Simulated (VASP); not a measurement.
A run of VASP 6.6.1 is set up as follows.

File INCAR:

```
ALGO = Normal ; EDIFF = 1E-6
ENCUT = 520 ; ISIF = 2
ISMEAR = 0 ; LASPH = True
LCHARG = False ; LREAL = False
LWAVE = False ; NBANDS = 29
NELM = 80 ; PREC = Accurate
SIGMA = 0.02
```

KPOINTS

```
k-points
0
Gamma
  6 6 6
```

Contents of POSCAR:

```
CsCdCl3
1.0
    5.1121726469      0.0000000000      0.0000000000
    0.0000000000      5.1121726469      0.0000000000
    0.0000000000      0.0000000000      5.1121726469
Cs Cd Cl
1 1 3
Direct
    0.0000000000      0.0000000000      0.0000000000
    0.5000000000      0.5000000000      0.5000000000
    0.0000000000      0.5000000000      0.5000000000
    0.5000000000      0.0000000000      0.5000000000
    0.5000000000      0.5000000000      0.0000000000
```

Potentials or basis: VASP PAW LDA potentials, release 64 (Cs_sv, Cd, Cl).

Command:

```console
$ cat potpaw_LDA.64/Cs_sv/POTCAR potpaw_LDA.64/Cd/POTCAR potpaw_LDA.64/Cl/POTCAR > POTCAR
$ mpirun -np 1 vasp_std > vasp.out
```

Q: What does it give for the pressure?

A: 0.3 GPa.

Q: What does it give for the band gap on the k mesh?

A: 1.62 eV (least direct gap 2.34 eV).

Caveat: spin-orbit coupling is left out, which moves the levels of the heavy elements. A k mesh can miss the band edges.
